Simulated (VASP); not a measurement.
Mg6HO6, 26 atoms in the cell. The cell holds a slab with vacuum, 26 atoms: a = 5.325 Å, b = 5.325 Å, c = 17.434 Å, α = 90.00°, β = 90.00°, γ = 60.00°. 

```yaml
Program: VASP 6.6.1
Task: single point
Functional: PBE
Potentials_or_basis: VASP PAW PBE potentials, release 64 (Mg, O, H)
Cutoff: 520 eV
k_mesh: 2 × 2 × 1
Occupations: gaussian, width 0.05 eV
Spin: no spin polarisation
Dipole_correction: no
Further_INCAR_settings: LREAL = Auto; ALGO = Normal; EDIFF = 1e-07; NBANDS = 68
```

Potentials or basis: VASP PAW PBE potentials, release 64 (Mg, O, H).

Launch:

```console
$ cat potpaw_PBE.64/Mg/POTCAR potpaw_PBE.64/O/POTCAR potpaw_PBE.64/H/POTCAR > POTCAR
$ mpirun -np 1 vasp_std > vasp.out
```

Hardware: 1 thread of Intel(R) Xeon(R) Platinum 8375C CPU @ 2.90GHz (Ice Lake), with other jobs on the host.

Estimate the wall time of this run.

It took 5.4 min on 1 thread of Intel(R) Xeon(R) Platinum 8375C CPU @ 2.90GHz (Ice Lake) (shared host), peak memory 0.52 GiB. Counts: scf iterations 32, k points 4.
